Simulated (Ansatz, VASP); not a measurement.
**Rh: VASP beside Ansatz**

```xyz
1
Lattice="-1.5023 1.5023 1.5023 1.5023 -1.5023 1.5023 1.5023 1.5023 -1.5023" Properties=species:S:1:pos:R:3 pbc="T T T"
Rh    0.0000    0.0000    0.0000
```

Alike in both runs: task single point; functional r2SCAN; k mesh 16 × 16 × 16; occupations fermi-dirac, width 0.1 eV; no spin polarisation.

```csv
,VASP,Ansatz
version,VASP 6.6.1,Ansatz 0.2.0
potentials or method,"VASP PAW PBE potentials, release 64 (Rh_pv), cutoff 520 eV","plane waves (500 eV) with PAW, scalar-relativistic"
valence electrons in the cell,15,17
```

VASP gave:

* pressure (GPa): 13.0

What did Ansatz give for the same quantities?

Pressure (GPa): 11.6.

VASP's potentials were made for PBE, not for r2SCAN. VASP's potentials hold 15 valence electrons a cell and Ansatz's 17, so a difference there can come from the potentials and not from the codes.
